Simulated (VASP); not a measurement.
# FeO (Wuestite) (Fm-3m) in VASP: further runs, part 2 of 3

VASP 6.6.1.

## 4. Single point, BLYP+D3(BJ), collinear spin, ferromagnetic start

This run uses another cell than the first one, of 10.00 Å³/atom, 1.013 times its volume.

The input, INCAR:

```
SYSTEM = FeO
AGGAC    = 1.0          
AGGAX    = 1.0          
ALDAC    = 0.0          
ALDAX    = 1.0          
ALGO     = Normal         ! electronic algorithm
EDIFF    = 1E-6           ! SCF threshold, eV
ENCUT    = 520            ! plane-wave cutoff, eV
GGA      = B5             ! functional
ISIF     = 2              ! what is computed and relaxed
ISMEAR   = -1             ! smearing method
ISPIN    = 2              ! spin polarisation
IVDW     = 12             ! dispersion correction
LASPH    = .True.         ! aspherical terms in the spheres
LCHARG   = .False.        ! write CHGCAR
LMAXMIX  = 4              ! l up to which the mixer works
LORBIT   = 11             ! projections on sites
LREAL    = .False.        ! projectors in reciprocal space
LWAVE    = .False.        ! write WAVECAR
MAGMOM   = 3 0            ! initial moments
NBANDS   = 18             ! bands
NELM     = 150            ! most SCF steps
PREC     = Accurate       ! precision mode
SIGMA    = 0.05           ! smearing width, eV
VDW_A1   = 0.4298       
VDW_A2   = 4.2359       
VDW_S6   = 1.0          
VDW_S8   = 2.6996
```

The input, KPOINTS:

```
k-points
0
Gamma
  11 11 11
  0 0 0
```

The input, POSCAR:

```
FeO
1.0
    0.0000000000      2.1546840325      2.1546840325
    2.1546840325      0.0000000000      2.1546840325
    2.1546840325      2.1546840325      0.0000000000
Fe O
1 1
Direct
    0.0000000000      0.0000000000      0.0000000000
    0.5000000000      0.5000000000      0.5000000000
```

Launch:

```bash
> cat potpaw_PBE.64/Fe/POTCAR potpaw_PBE.64/O/POTCAR > POTCAR
> mpirun -np 1 vasp_std > vasp.out
```

Wall time 2.2 min (1 thread of AMD EPYC 7R13, shared host); peak memory 0.15 GiB.

The run converged. Its results:

- Free energy: -14.7343 eV
- Pressure: 0.2 GPa
- Band gap on the k mesh: zero (filled and empty bands overlap)
- Net moment: 4.00 μB per cell
- Site moments: Fe +3.60; O +0.32 μB
- Valence electrons inside the program's atomic spheres: Fe 6.76; O 5.01
- Dispersion energy per atom: -0.429 eV

Levels at points of the mesh, in eV from the Fermi level:
Spin up:
```tsv
k point	band 7	band 8	band 9	band 10	band 11	band 12
(0.00, 0.00, 0.00)	-3.71	-3.49	-3.49	0.51	16.27	17.47
```
Spin down:
| k point | band 3 | band 4 | band 5 | band 6 | band 7 | band 8 |
| --- | --- | --- | --- | --- | --- | --- |
| (0.00, 0.00, 0.00) | -3.16 | -3.16 | -0.73 | -0.73 | -0.73 | 0.17 |

Caveat: the PAW data sets were made with another functional, which shifts forces and pressure a little; a cell with one magnetic atom can't hold antiferromagnetic order, which such compounds often take; semilocal functionals often make such compounds metallic where correlation or magnetic order opens a gap, which also shifts bond lengths; pairwise dispersion overbinds metals, which lowers pressure and volume.

## 5. Relaxation of cell and atoms, PBEsol, collinear spin, ferromagnetic start

This run uses another cell than the first one, of 10.01 Å³/atom, 1.014 times its volume.

The input, INCAR:

```
PREC = Accurate ; ENCUT = 600
EDIFF = 1E-6 ; ISMEAR = -1
SIGMA = 0.05 ; LREAL = False
LASPH = True ; NELM = 150
ALGO = Normal ; ISIF = 3
LWAVE = False ; LCHARG = False
ISPIN = 2 ; MAGMOM = 3 0
LORBIT = 11 ; LMAXMIX = 4
GGA = PS ; IBRION = 2
NSW = 80 ; EDIFFG = -0.005
```

The input, KPOINTS:

```
Automatic mesh
0
Gamma
  11 11 11
```

The input, POSCAR:

```
FeO
1.0
    0.0000000000      2.1554000000      2.1554000000
    2.1554000000      0.0000000000      2.1554000000
    2.1554000000      2.1554000000      0.0000000000
Fe O
1 1
Direct
    0.0000000000      0.0000000000      0.0000000000
    0.5000000000      0.5000000000      0.5000000000
```

Potentials or basis: VASP PAW PBE potentials, release 64 (Fe, O).

Launch:

```bash
> cat potpaw_PBE.64/Fe/POTCAR potpaw_PBE.64/O/POTCAR > POTCAR
> mpirun -np 1 vasp_std > vasp.out
```

OUTCAR:

```text
PREC = Accurate
   ENCUT = 600
   EDIFF = 1E-6
   ISMEAR = -1
   LREAL = False
   LASPH = True
   NELM = 150
   ISIF = 3
   ISPIN = 2
   LORBIT = 11
   GGA = PS
   IBRION = 2
   NSW = 80
   EDIFFG = -0.005

 ion  position               nearest neighbor table
   1  0.000  0.000  0.000-   2 2.16   2 2.16   2 2.16   2 2.16   2 2.16   2 2.16
   2  0.500  0.500  0.500-   1 2.16   1 2.16   1 2.16   1 2.16   1 2.16   1 2.16

  LATTYP: Found a face centered cubic cell.
 ALAT       =     4.3108000000

  Lattice vectors:

 A1 = (   0.0000000000,   2.1554000000,   2.1554000000)
 A2 = (   2.1554000000,   0.0000000000,   2.1554000000)
 A3 = (   2.1554000000,   2.1554000000,   0.0000000000)

Analysis of symmetry for initial positions (statically):
=====================================================================
 Subroutine PRICEL returns:
 Original cell was already a primitive cell.

 Routine SETGRP: Setting up the symmetry group for a
 face centered cubic supercell.

 Subroutine GETGRP returns: Found 48 space group operations
 (whereof 48 operations were pure point group operations)
 out of a pool of 48 trial point group operations.

The static configuration has the point symmetry O_h .

Analysis of symmetry for dynamics (positions and initial velocities):
=====================================================================
 Subroutine PRICEL returns:
 Original cell was already a primitive cell.

 Routine SETGRP: Setting up the symmetry group for a
 face centered cubic supercell.

 Subroutine GETGRP returns: Found 48 space group operations
[... 250 lines left out ...]
 cond. band min:       6.5652182502   @ k =  -0.1818   0.0909   0.0000
 fundamental gap:      0.0169060101
 Fermi energy:         6.5502298771

 spin component 1

 k-point     1 :       0.0000    0.0000    0.0000
  band No.  band energies     occupation
      1     -14.5101      1.00000
      2       2.5580      1.00000
      3       2.5580      1.00000
      4       2.5580      1.00000
      5       2.6268      1.00000
      6       2.6268      1.00000
      7       2.6268      1.00000
      8       2.8833      1.00000
      9       2.8833      1.00000
     10       6.8001      0.00671
     11      21.9411      0.00000
     12      23.7949      0.00000
     13      23.7949      0.00000
[... 356 lines left out ...]
      2      -1.0568      1.00000
      3       0.1045      1.00000
      4       0.5823      1.00000
      5       3.0174      1.00000
      6       3.3509      1.00000
      7       3.8965      1.00000
      8       4.0167      1.00000
      9       5.9568      0.99999
     10      10.4646      0.00000
     11      17.1780      0.00000
     12      18.6087      0.00000
     13      21.8277      0.00000

 [... further k-points ...]

 spin component 2

 k-point     1 :       0.0000    0.0000    0.0000
  band No.  band energies     occupation
      1     -13.9329      1.00000
      2       3.1743      1.00000
      3       3.1743      1.00000
      4       3.1743      1.00000
      5       5.7473      1.00000
      6       5.7475      1.00000
      7       5.7475      1.00000
      8       6.6503      0.11897
      9       6.6505      0.11859
     10       7.6236      0.00000
     11      21.9865      0.00000
     12      24.7929      0.00000
     13      24.7929      0.00000
[... 397 lines left out ...]
  FREE ENERGIE OF THE ION-ELECTRON SYSTEM (eV)
  ---------------------------------------------------
  free  energy   TOTEN  =       -15.8695335420 eV

  energy  without entropy=      -15.8583974132  energy(sigma->0) =      -15.86396548

 reached required accuracy - stopping structural energy minimisation

 total charge

# of ion       s       p       d       tot
------------------------------------------
    1        0.305   0.395   6.120   6.820
    2        1.547   3.441   0.000   4.988
--------------------------------------------------
tot          1.852   3.836   6.120  11.808

 magnetization (x)

# of ion       s       p       d       tot
------------------------------------------
    1        0.026   0.022   3.555   3.603
    2        0.032   0.280   0.000   0.312
--------------------------------------------------
tot          0.058   0.302   3.555   3.915
```

Run time: 3.2 min. Hardware: 1 thread of AMD EPYC 7R13, shared host; peak memory 0.14 GiB.

Results:

```yaml
Free_energy: -15.8695 eV
Relaxed_volume: 9.58 Å³/atom
Relaxed_cell: a = 3.004 Å, b = 3.004 Å, c = 3.004 Å, α = 60.00°, β = 60.00°, γ = 60.00°
Space_group_after_relaxing_to_0.05_Å: Fm-3m (No. 225)
Energy_gained_by_relaxing: 11.9 meV/atom
Ionic_steps: 3
Pressure_after_relaxing: -0.1 GPa
Band_gap_on_the_k_mesh: zero (filled and empty bands overlap)
Net_moment: 4.00 μB per cell
Site_moments: Fe +3.60; O +0.31 μB
Valence_electrons_inside_the_program's_atomic_spheres: Fe 6.82; O 4.99
```

Step by step:
```tsv
step	energy change (eV)	largest force (eV/Å)	pressure (GPa)	volume (Å³)
1	0.0000	0.0000	-8.50	20.03
2	-0.0094	0.0000	7.48	18.53
3	-0.0238	0.0000	-0.07	19.16
```

Final structure:
```yaml
crystal:
  lattice:
    - [0.00000, 2.12395, 2.12395]
    - [2.12395, 0.00000, 2.12395]
    - [2.12395, 2.12395, 0.00000]
  atoms:
    - { symbol: Fe, position: [0.00000, 0.00000, 0.00000] }
    - { symbol: O, position: [0.50000, 0.50000, 0.50000] }
```

Levels at points of the mesh, in eV from the Fermi level:
Spin up:
| k point | band 7 | band 8 | band 9 | band 10 | band 11 | band 12 |
| --- | --- | --- | --- | --- | --- | --- |
| (0.00, 0.00, 0.00) | -3.92 | -3.67 | -3.67 | 0.25 | 15.39 | 17.24 |
Spin down:
```tsv
k point	band 2	band 3	band 4	band 5	band 6	band 7	band 8	band 9
(0.00, 0.00, 0.00)	-3.38	-3.38	-3.38	-0.80	-0.80	-0.80	0.10	0.10
```

Caveat: the PAW data sets were made with another functional, which shifts forces and pressure a little; a cell with one magnetic atom can't hold antiferromagnetic order, which such compounds often take; semilocal functionals often make such compounds metallic where correlation or magnetic order opens a gap, which also shifts bond lengths.

(Part 2 of 3 ends here.)
